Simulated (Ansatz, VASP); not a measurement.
**One calculation of BN, two programs**

POSCAR

```
BN
1.0
    0.0000000000      1.7458259346      1.7458259346
    1.7222572845      0.0000000000      1.7458259346
    1.7222572845      1.7458259346      0.0000000000
B N
1 1
Direct
    0.0000000000      0.0000000000      0.0000000000
    0.5000000000      0.5000000000      0.5000000000
```

Contents of INCAR.step1:

```
ALGO = Normal
EDIFF = 1E-5
ENCUT = 520
GGA = PE
ISIF = 2
ISMEAR = 0
LASPH = True
LREAL = False
LWAVE = True
NBANDS = 11
NELM = 60
PREC = Accurate
SIGMA = 0.01
```

File INCAR.step2:

```
ALGO = Normal
EDIFF = 1E-6
ENCUT = 520
GGA = PE
HFSCREEN = 0.2079
ISIF = 2
ISMEAR = 0
ISTART = 1
LASPH = True
LCHARG = True
LELF = True
LHFCALC = True
LREAL = False
LVHAR = True
LWAVE = False
NBANDS = 11
NELM = 60
PREC = Accurate
PRECFOCK = Normal
SIGMA = 0.01
```

File KPOINTS:

```
k-points
0
Gamma
  8 8 8
```

Input for Ansatz:

```yaml
crystal:
  lattice:
    - [0.0, 1.7458259346, 1.7458259346]
    - [1.7222572845, 0.0, 1.7458259346]
    - [1.7222572845, 1.7458259346, 0.0]
  atoms:
    - { symbol: B, position: [0.0, 0.0, 0.0] }
    - { symbol: "N", position: [0.5, 0.5, 0.5] }
kpoints:
  mp_grid: { grid: [8, 8, 8] }
  band_path:
    path:
      - [0.0, 0.0, 0.0]
      - [0.5, 0.0, 0.5]
      - [0.625, 0.25, 0.625]
      - [0.375, 0.375, 0.75]
      - [0.5, 0.5, 0.5]
      - [0.5, 0.25, 0.75]
      - [0.0, 0.161458, -0.16276]
      - [0.0, 0.5, 0.5]
    npoints: 1
hamiltonian:
  xc: hse06
scf:
  occupations: { method: fixed }
  n_extra_bands: 4
output:
  forces: true
  stress: true
  eigenvalues: true
  write_density: true
  write_potential: true
  elf: true
  volumetric_format: npy
```

Change from the starting cell: uniaxial_x strain -1.4%.

Alike in both runs: task single point; functional HSE06; k mesh 8 × 8 × 8; no spin polarisation.

```csv
,VASP,Ansatz
version,VASP 6.6.1,Ansatz 0.2.0
potentials or method,"VASP PAW PBE potentials, release 64 (B, N)","plane waves, PAW"
plane-wave cutoff (eV),520,420
occupations,"gaussian, width 0.01 eV",fixed
valence electrons in the cell,8,8
```

```csv
,VASP,Ansatz,Ansatz less VASP
gap on the k mesh at the Fermi level (eV),2.21,2.22,+0.011
pressure (GPa),-2.5,-2.8,-0.29
"traceless stress, the component that is largest in VASP (GPa)",2.24,2.19,-0.053
```

Ansatz's warnings: stress exchange threshold loose, stress scf threshold loose.
